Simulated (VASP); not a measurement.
# BiB (F-43m) in VASP: notebook

The runs below take BiB through single point, with PBE, r2SCAN.

All numbers are computed with VASP 6.6.1; they aren't measurements. Logs are shortened: lines on timing, memory, paths and dates and some standing lists are left out, and cuts for length are marked.

**1. The cell of the first run**

The structure is cubic, space group F-43m (No. 216). The conventional cell has a = 5.490 Å, b = 5.490 Å, c = 5.490 Å, α = 90.00°, β = 90.00°, γ = 90.00°. Within 3.1 Å of B (site symmetry -43m) lie 4 Bi at 2.38 Å. Within 3.1 Å of Bi (site symmetry -43m) lie 4 B at 2.38 Å.

**2. Single point, PBE**

Contents of INCAR:

```
SYSTEM = BiB
ALGO     = Normal         ! electronic algorithm
EDIFF    = 1E-6           ! SCF threshold, eV
ENCUT    = 500            ! plane-wave cutoff, eV
GGA      = PE             ! functional
GGA_COMPAT= .FALSE.      
ISIF     = 2              ! what is computed and relaxed
ISMEAR   = 0              ! smearing method
LASPH    = .TRUE.         ! aspherical terms in the spheres
LCHARG   = .FALSE.        ! write CHGCAR
LREAL    = .FALSE.        ! projectors in reciprocal space
LWAVE    = .FALSE.        ! write WAVECAR
NBANDS   = 16             ! bands
NELM     = 120            ! most SCF steps
PREC     = Accurate       ! precision mode
SIGMA    = 0.01           ! smearing width, eV
```

Contents of KPOINTS:

```
k-points
0
G
  2 2 2
  0 0 0
```

Contents of POSCAR:

```
BiB
1.0
    0.0000000000      2.7448744688      2.7448744688
    2.7448744688      0.0000000000      2.7448744688
    2.7448744688      2.7448744688      0.0000000000
B Bi
1 1
Direct
    0.0000000000      0.0000000000      0.0000000000
    0.2500000000      0.2500000000      0.2500000000
```

Potentials or basis: VASP PAW PBE potentials, release 64 (B, Bi_d).

Started as:

```sh
cat potpaw_PBE.64/B/POTCAR potpaw_PBE.64/Bi_d/POTCAR > POTCAR
mpirun -np 1 vasp_std > vasp.out
```

OUTCAR:

```text
SYSTEM = BiB
   EDIFF = 1E-6
   ENCUT = 500
   GGA = PE
   ISIF = 2
   ISMEAR = 0
   LASPH = .TRUE.
   LREAL = .FALSE.
   NELM = 120
   PREC = Accurate

 ion  position               nearest neighbor table
   1  0.000  0.000  0.000-   2 2.38   2 2.38   2 2.38   2 2.38
   2  0.250  0.250  0.250-   1 2.38   1 2.38   1 2.38   1 2.38

  LATTYP: Found a face centered cubic cell.
 ALAT       =     5.4897489376

  Lattice vectors:

 A1 = (   0.0000000000,   2.7448744688,   2.7448744688)
 A2 = (   2.7448744688,   0.0000000000,   2.7448744688)
 A3 = (   2.7448744688,   2.7448744688,   0.0000000000)

Analysis of symmetry for initial positions (statically):
=====================================================================
 Subroutine PRICEL returns:
 Original cell was already a primitive cell.

 Routine SETGRP: Setting up the symmetry group for a
 face centered cubic supercell.

 Subroutine GETGRP returns: Found 24 space group operations
 (whereof 24 operations were pure point group operations)
 out of a pool of 48 trial point group operations.

The static configuration has the point symmetry T_d .

Analysis of symmetry for dynamics (positions and initial velocities):
=====================================================================
 Subroutine PRICEL returns:
 Original cell was already a primitive cell.

 Routine SETGRP: Setting up the symmetry group for a
 face centered cubic supercell.

 Subroutine GETGRP returns: Found 24 space group operations
 (whereof 24 operations were pure point group operations)
 out of a pool of 48 trial point group operations.

The dynamic configuration has the point symmetry T_d .

 Subroutine INISYM returns: Found 24 space group operations
 (whereof 24 operations are pure point group operations),
 and found     1 'primitive' translations

----------------------------------------------------------------------------------------

                                     Primitive cell

  volume of cell :      41.3616

  direct lattice vectors                    reciprocal lattice vectors
     0.000000000  2.744874469  2.744874469    -0.182157693  0.182157693  0.182157693
     2.744874469  0.000000000  2.744874469     0.182157693 -0.182157693  0.182157693
     2.744874469  2.744874469  0.000000000     0.182157693  0.182157693 -0.182157693

  length of vectors
     3.881838701  3.881838701  3.881838701     0.315506379  0.315506379  0.315506379

  position of ions in fractional coordinates (direct lattice)
     0.000000000  0.000000000  0.000000000
     0.250000000  0.250000000  0.250000000

  ion indices of the primitive-cell ions
   primitive index   ion index
                 1           1
                 2           2

----------------------------------------------------------------------------------------

 KPOINTS: k-points

Automatic generation of k-mesh.
 Grid dimensions read from file:
 generate k-points for:    2    2    2

 Generating k-lattice:

  Cartesian coordinates                     Fractional coordinates (reciprocal lattice)
    -0.091078846  0.091078846  0.091078846     0.500000000  0.000000000  0.000000000
     0.091078846 -0.091078846  0.091078846     0.000000000  0.500000000  0.000000000
     0.091078846  0.091078846 -0.091078846     0.000000000  0.000000000  0.500000000

  Length of vectors
     0.157753189  0.157753189  0.157753189

  Shift w.r.t. Gamma in fractional coordinates (k-lattice)
     0.000000000  0.000000000  0.000000000

 Subroutine IBZKPT returns following result:
 ===========================================

 Found      3 irreducible k-points:

 Following reciprocal coordinates:
            Coordinates               Weight
  0.000000  0.000000  0.000000      1.000000
  0.500000  0.000000  0.000000      4.000000
  0.500000  0.500000  0.000000      3.000000
   k-points           NKPTS =      3   k-points in BZ     NKDIM =      3   number of bands    NBANDS=     16
   number of dos      NEDOS =    301   number of ions     NIONS =      2
   total plane-waves  NPLWV =  21952
   dimension x,y,z NGX =    28 NGY =   28 NGZ =   28
   dimension x,y,z NGXF=    56 NGYF=   56 NGZF=   56
   ions per type =               1   1
   NGX,Y,Z   is equivalent  to a cutoff of  11.99, 11.99, 11.99 a.u.
   NGXF,Y,Z  is equivalent  to a cutoff of  23.98, 23.98, 23.98 a.u.
 SYSTEM =  BiB
   PREC   = accura    normal or accurate (medium, high low for compatibility)
   ISTART =      0    job   : 0-new  1-cont  2-samecut
   ICHARG =      2    charge: 1-file 2-atom 10-const
   ISPIN  =      1    spin polarized calculation?
   LNONCOLLINEAR =      F non collinear calculations
   LSORBIT =      F    spin-orbit coupling
   LASPH  =      T    aspherical Exc in radial PAW
   ENCUT  =  500.0 eV  36.75 Ry    6.06 a.u.   7.08  7.08  7.08*2*pi/ulx,y,z
   NELM   =    120;   NELMIN=  2; NELMDL= -5     # of ELM steps
   EDIFF  = 0.1E-05   stopping-criterion for ELM
   LREAL  =      F    real-space projection
   EDIFFG = 0.1E-04   stopping-criterion for IOM
   NSW    =      0    number of steps for IOM
   IBRION =     -1    ionic relax: 0-MD 1-quasi-New 2-CG
   NFREE  =      0    steps in history (QN), initial steepest desc. (CG)
   ISIF   =      2    stress and relaxation
   ISYM   =      2    0-nonsym 1-usesym 2-fastsym
   POTIM  = 0.5000    time-step for ionic-motion
   TEBEG  =    0.0;   TEEND  =   0.0 temperature during run
   PSTRESS=    0.0 pullay stress
   NELECT =      18.0000    total number of electrons
   NUPDOWN=      -1.0000    fix difference up-down
   EMIN   =  10.00;   EMAX   =-10.00  energy-range for DOS
   EFERMI =   0.00;   METHOD = LEGACY
   ISMEAR =     0;   SIGMA  =   0.01  broadening in eV -4-tet -1-fermi 0-gaus
   EFERMI_NEDOS =   21; number of points for ismear=-14 and -15
   IALGO  =     38    algorithm
   IMIX   =      4    mixing-type and parameters
     AMIX     =   0.40;   BMIX     =  1.00
     AMIX_MAG =   1.60;   BMIX_MAG =  1.00
  volume/ion in A,a.u.               =      20.68       139.56
  Fermi-wavevector in a.u.,A,eV,Ry     =   1.240604  2.344402 20.940704  1.539098
  Thomas-Fermi vector in A             =   2.375038
   LORBIT       =      0    0 simple, 1 ext, 2 COOP (PROOUT), +10 PAW based schemes
   GGA     = PE    functional components
   LHFCALC =     F    Hartree Fock is set to
   AEXX    =    0.0000 exact exchange contribution
   IVDW    =     0    specifies the selected vdW correction
   LEPSILON=     F    determine dielectric tensor
   LRPA    =     F    only Hartree local field effects (RPA)
 non-spin polarized calculation
 Gauss-broadening in eV      SIGMA  =   0.01
  energy-cutoff  :      500.00
  volume of cell :       41.36
 maximum number of plane-waves:      1067
   NGX = 15   NGY = 15   NGZ = 15

 number of electron      18.0000009 magnetization

 Free energy of the ion-electron system (eV)
  ---------------------------------------------------
  ext. energy  EPLUGINS =         0.00000000
  ---------------------------------------------------
  free energy    TOTEN  =        -6.25764584 eV

  energy without entropy =       -6.25764584  energy(sigma->0) =       -6.25764584

 E-fermi :   7.5428     XC(G=0):  -9.8389

 val. band max:        7.4701417449   @ k =   0.0000   0.0000   0.0000
 cond. band min:       7.7809535606   @ k =   0.0000   0.0000   0.0000
 fundamental gap:      0.3108118157
 Fermi energy:         7.5428367858

 k-point     1 :       0.0000    0.0000    0.0000
  band No.  band energies     occupation
      1     -15.8276      2.00000
      2     -15.8276      2.00000
      3     -15.8276      2.00000
      4     -15.7599      2.00000
      5     -15.7599      2.00000
      6      -6.8068      2.00000
      7       7.4701      2.00000
      8       7.4701      2.00000
      9       7.4701      2.00000
     10       7.7810      0.00000
     11      10.0895      0.00000
     12      10.0895      0.00000
     13      10.0895      0.00000
     14      13.6721      0.00000
     15      17.8147      0.00000
     16      17.8147      0.00000

 k-point     2 :       0.5000    0.0000    0.0000
  band No.  band energies     occupation
      1     -15.8214      2.00000
      2     -15.8077      2.00000
      3     -15.8077      2.00000
      4     -15.7357      2.00000
      5     -15.7357      2.00000
      6      -4.7601      2.00000
      7      -0.2944      2.00000
      8       5.8064      2.00000
      9       5.8064      2.00000
     10       7.8485      0.00000
     11      11.4769      0.00000
     12      11.4769      0.00000
     13      13.4542      0.00000
     14      15.9362      0.00000
     15      18.5208      0.00000
     16      18.5208      0.00000

 k-point     3 :       0.5000    0.5000    0.0000
  band No.  band energies     occupation
      1     -15.8659      2.00000
      2     -15.7963      2.00000
      3     -15.7424      2.00000
      4     -15.7424      2.00000
      5     -15.7288      2.00000
      6      -3.8517      2.00000
      7      -0.3887      2.00000
      8       3.9070      2.00000
      9       3.9070      2.00000
     10       8.2280      0.00000
     11       8.3693      0.00000
     12      15.9266      0.00000
     13      16.0936      0.00000
     14      16.0936      0.00000
     15      20.2071      0.00000
     16      20.6437      0.00000

------------------------ aborting loop because EDIFF is reached ----------------------------------------

  FORCE on cell =-STRESS in cart. coord.  units (eV):
  Direction    XX          YY          ZZ          XY          YZ          ZX
  --------------------------------------------------------------------------------------
  -------------------------------------------------------------------------------------
  Total        1.1866397      1.1866397      1.1866397      0.0000000     -0.0000000      0.0000000
  in kB       45.9655019     45.9655019     45.9655019      0.0000000     -0.0000000      0.0000000
  external PRESSURE =      45.9655019 kB  Pullay stress =       0.0000000 kB

 VOLUME and BASIS-vectors are now :
 -----------------------------------------------------------------------------
  energy-cutoff  :      500.00
  volume of cell :       41.36
      direct lattice vectors                 reciprocal lattice vectors
     0.000000000  2.744874469  2.744874469    -0.182157693  0.182157693  0.182157693
     2.744874469  0.000000000  2.744874469     0.182157693 -0.182157693  0.182157693
     2.744874469  2.744874469  0.000000000     0.182157693  0.182157693 -0.182157693

 POSITION                                       TOTAL-FORCE (eV/Angst)
 -----------------------------------------------------------------------------------
      0.00000      0.00000      0.00000        -0.000000     -0.000000     -0.000000
      1.37244      1.37244      1.37244         0.000000      0.000000      0.000000
 -----------------------------------------------------------------------------------
    total drift:                                0.000000      0.000000      0.000000

  FREE ENERGIE OF THE ION-ELECTRON SYSTEM (eV)
  ---------------------------------------------------
  free  energy   TOTEN  =        -6.2576458401 eV

  energy  without entropy=       -6.2576458401  energy(sigma->0) =       -6.25764584
```

Run time: 2.4 s. Hardware: 1 thread of Intel Xeon 6975P-C (Granite Rapids), shared host; peak memory 0.15 GiB.

Results:

- Free energy: -6.2576 eV
- Pressure: 4.6 GPa
- Band gap on the k mesh: 0.31 eV, direct

Levels at points of the mesh, in eV from the valence-band top:
| k point | band 7 | band 8 | band 9 | band 10 | band 11 | band 12 |
| --- | --- | --- | --- | --- | --- | --- |
| (0.00, 0.00, 0.00) | 0.00 | 0.00 | 0.00 | 0.31 | 2.62 | 2.62 |
| (0.50, 0.00, 0.00) | -7.76 | -1.66 | -1.66 | 0.38 | 4.01 | 4.01 |
| (0.50, 0.50, 0.00) | -7.86 | -3.56 | -3.56 | 0.76 | 0.90 | 8.46 |

Caveat: the k points lie up to 0.99 Å⁻¹ apart; spin-orbit coupling is left out, which moves the levels of the heavy elements.

(Part 1 of 2 ends here.)
